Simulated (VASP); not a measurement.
Write the native input for VASP 6.6.1 that does the following.

| Item | Value |
| --- | --- |
| Task | relaxation of cell and atoms |
| Functional | PBE |
| Potentials or basis | VASP PAW PBE potentials, release 64 (Al, B, As) |
| Cutoff | 600 eV |
| k mesh | 6 × 6 × 2 |
| Occupations | gaussian, width 0.1 eV |
| Spin | no spin polarisation |
| Dipole correction | no |
| Further INCAR settings | ALGO = Normal; EDIFF = 1e-06; IBRION = 2; EDIFFG = -0.04; NSW = 90; ISIF = 3 |

The structure of Al3B2As lies in POSCAR:

```
Al3B2As
1.0
    3.6123177900      0.0000000000      0.0000000000
   -1.8061588900      3.1283589700      0.0000000000
    0.0000000000      0.0000000000      8.4039870800
Al B As
3 2 1
Direct
    0.3333333300      0.6666666700      0.5000000000
    0.6666666700      0.3333333300      0.5000000000
    0.0000000000      0.0000000000      0.0000000000
    0.0000000000      0.0000000000      0.7142976500
    0.0000000000      0.0000000000      0.2857023500
    0.0000000000      0.0000000000      0.5000000000
```

The input as run:

INCAR

```
PREC = Accurate ; ENCUT = 600
EDIFF = 1E-6 ; ISMEAR = 0
SIGMA = 0.1 ; LREAL = False
LASPH = True ; NELM = 100
ALGO = Normal ; ISIF = 3
LWAVE = False ; LCHARG = False
GGA = PE ; IBRION = 2
NSW = 90 ; EDIFFG = -0.04
```

KPOINTS

```
Automatic mesh
0
Gamma
  6 6 2
```

Potentials or basis: VASP PAW PBE potentials, release 64 (Al, B, As).

Command:

```sh
$ cat potpaw_PBE.64/Al/POTCAR potpaw_PBE.64/B/POTCAR potpaw_PBE.64/As/POTCAR > POTCAR
$ mpirun -np 1 vasp_std > vasp.out
```

Results of the run:

* Relaxed volume: 25.47 Å³/atom
* Relaxed cell: a = 4.810 Å, b = 4.810 Å, c = 7.629 Å, α = 90.00°, β = 90.00°, γ = 120.00°
* Space group after relaxing (to 0.05 Å): P6/mmm (No. 191)
* Energy gained by relaxing: 2193.3 meV/atom
* Ionic steps: 17
* Pressure after relaxing: 0.0 GPa
* Largest force after relaxing: 0.010 eV/Å
* Band gap on the k mesh: zero (band 10 reaches 3.05 eV, above the bottom of band 11 at 1.94 eV)

Caveat: the k points lie up to 0.41 Å⁻¹ apart in the final cell; the volume moved by over 15 % at a fixed basis, so the end points are rough.

Wall time 8.6 min on 1 thread of AMD EPYC 7R43 64-Core Processor (Zen 3), with other jobs on the host, peak memory 0.2 GiB.
